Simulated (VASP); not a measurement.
Input of a VASP 6.6.1 run:

Contents of INCAR:

```
PREC = Accurate
ENCUT = 520
EDIFF = 1E-6
ISMEAR = 0
SIGMA = 0.01
LREAL = False
LASPH = True
NELM = 60
ALGO = Normal
ISIF = 2
LWAVE = False
LCHARG = True
GGA = PE
LELF = True
LVHAR = True
NBANDS = 11
```

KPOINTS

```
regular mesh
0
Gamma
  6 6 6
```

The input POSCAR:

```
BP
1.0
    0.0000000000      2.2683156780      2.2683156780
    2.2683156780      0.0000000000      2.2683156780
    2.2683156780      2.2683156780      0.0000000000
B P
1 1
Direct
    0.0000000000      0.0000000000      0.0000000000
    0.2500000000      0.2500000000      0.2500000000
```

Potentials or basis: VASP PAW PBE potentials, release 64 (B, P).

Command:

```bash
$ cat potpaw_PBE.64/B/POTCAR potpaw_PBE.64/P/POTCAR > POTCAR
$ mpirun -np 1 vasp_std > vasp.out
```

Problem. What does it give for the pressure?

Solution. 1.2 GPa.

Problem. What does it give for the band gap on the k mesh?

Solution. 1.33 eV, indirect (least direct gap 3.40 eV).

A k mesh can miss the band edges. As with any semilocal functional, this PBE gap is likely too small.
